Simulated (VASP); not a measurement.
ZnSe, 2 atoms in the cell. Symmetry: F-43m, No. 216, cubic system. The conventional cell has a = 5.733 Å, b = 5.733 Å, c = 5.733 Å, α = 90.00°, β = 90.00°, γ = 90.00°. Zn (site symmetry -43m) has 4 Se at 2.48 Å within 3.3 Å. Within 3.3 Å of Se (site symmetry -43m) lie 4 Zn at 2.48 Å. 

```yaml
Program: VASP 6.6.1
Task: single point
Functional: PBE
Potentials_or_basis: VASP PAW PBE potentials, release 64 (Zn, Se)
Cutoff: 520 eV
k_mesh: 10 × 10 × 10
Occupations: gaussian, width 0.05 eV
Spin: no spin polarisation
Dipole_correction: no
Further_INCAR_settings: ALGO = Normal; EDIFF = 1e-06; NBANDS = 16
```

Potentials or basis: VASP PAW PBE potentials, release 64 (Zn, Se).

The run is started by

```bash
$ cat potpaw_PBE.64/Zn/POTCAR potpaw_PBE.64/Se/POTCAR > POTCAR
$ mpirun -np 1 vasp_std > vasp.out
```

Hardware: 1 thread of Intel(R) Xeon(R) Platinum 8259CL CPU @ 2.50GHz (Skylake/Cascade Lake) (shared host).

Q: How long does it take, and how much memory?

A: Wall time 38 s on 1 thread of Intel(R) Xeon(R) Platinum 8259CL CPU @ 2.50GHz (Skylake/Cascade Lake), with other jobs on the host, peak memory 0.19 GiB. Counts: scf iterations 13, k points 47.
